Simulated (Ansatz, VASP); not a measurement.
# Two plane-wave programs on BP

```
B P
1.0
     0.00000    2.26013    2.26013
     2.26013    0.00000    2.26013
     2.26013    2.26013    0.00000
B P
1 1
Direct
  0.00000 0.00000 0.00000
  0.25000 0.25000 0.25000
```

Alike in both runs: functional PBEsol; k mesh 8 × 8 × 8; occupations gaussian, width 0.02 eV; no spin polarisation.

Ansatz relaxed the structure, and its values are those at the end. VASP's run is a single point on that final structure, the one shown.

|  | VASP | Ansatz |
| --- | --- | --- |
| version | VASP 6.6.1 | Ansatz 0.2.0 |
| potentials or method | VASP PAW PBE potentials, release 64 (B, P), cutoff 500 eV | scalar-relativistic, plane waves, PAW |
| valence electrons in the cell | 8 | 8 |

Ansatz gave:

| Quantity | Value |
| --- | --- |
| gap on the k mesh at the Fermi level (eV) | 1.15 |
| least direct gap on the mesh (eV) | 3.38 |
| pressure (GPa) | 0.0 |

Question: What did VASP give for the same quantities?

Answer: gap on the k mesh at the Fermi level (eV): 1.15; least direct gap on the mesh (eV): 3.37; pressure (GPa): 0.1.

VASP's potentials were made for PBE, not for PBEsol, and Ansatz warns of the same on its side. With one functional, cell and mesh, what is left measures potentials, basis and numerics.
